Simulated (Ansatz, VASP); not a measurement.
One calculation of Ti, two programs

INCAR

```
SYSTEM = Ti
ALGO = Fast ; EDIFF = 1E-6
ENCUT = 520 ; GGA = PE
ISIF = 2 ; ISMEAR = 0
LASPH = .TRUE. ; LCHARG = .FALSE.
LREAL = .FALSE. ; LWAVE = .FALSE.
NBANDS = 12 ; NELM = 80
PREC = Accurate ; SIGMA = 0.15
```

The input KPOINTS:

```
k-points
0
G
  22 22 22
  0 0 0
```

POSCAR

```
Ti
1.0
   -1.4732611329      1.4732611329      1.9865453117
    1.4732611329     -1.4732611329      1.9865453117
    1.4732611329      1.4732611329     -1.9865453117
Ti
1
Direct
    0.0000000000      0.0000000000      0.0000000000
```

Input for Ansatz:

```yaml
crystal:
  lattice:
    - [-1.4732611329, 1.4732611329, 1.9865453117]
    - [1.4732611329, -1.4732611329, 1.9865453117]
    - [1.4732611329, 1.4732611329, -1.9865453117]
  atoms:
    - { symbol: Ti, position: [0.0, 0.0, 0.0] }
basis:
  ecutwfc: 520.0
kpoints:
  mp_grid: { grid: [22, 22, 22] }
hamiltonian:
  xc: pbe
  pseudopotentials: { kind: paw, azcp: { folder: soft_1 } }
scf:
  occupations: { method: gaussian, width: 0.15 }
output:
  forces: true
  stress: true
  eigenvalues: true
```

Alike in both runs: task single point; functional PBE; k mesh 22 × 22 × 22; occupations gaussian, width 0.15 eV; no spin polarisation.

|  | VASP | Ansatz |
| --- | --- | --- |
| version | VASP 6.6.1 | Ansatz 0.2.0 |
| potentials or method | VASP PAW PBE potentials, release 64 (Ti_sv), cutoff 520 eV | scalar-relativistic, plane waves, PAW |
| valence electrons in the cell | 12 | 12 |

|  | VASP | Ansatz | Ansatz less VASP |
| --- | --- | --- | --- |
| gap on the k mesh at the Fermi level (eV) | none | none | - |
| pressure (GPa) | 0.6 | 0.9 | +0.28 |
| traceless stress, the component that is largest in VASP (GPa) | 1.07 | 1.06 | -0.011 |

A gap of «none» marks a metal or a gap that the smearing closes. With one functional, cell and mesh, what is left measures potentials, basis and numerics.
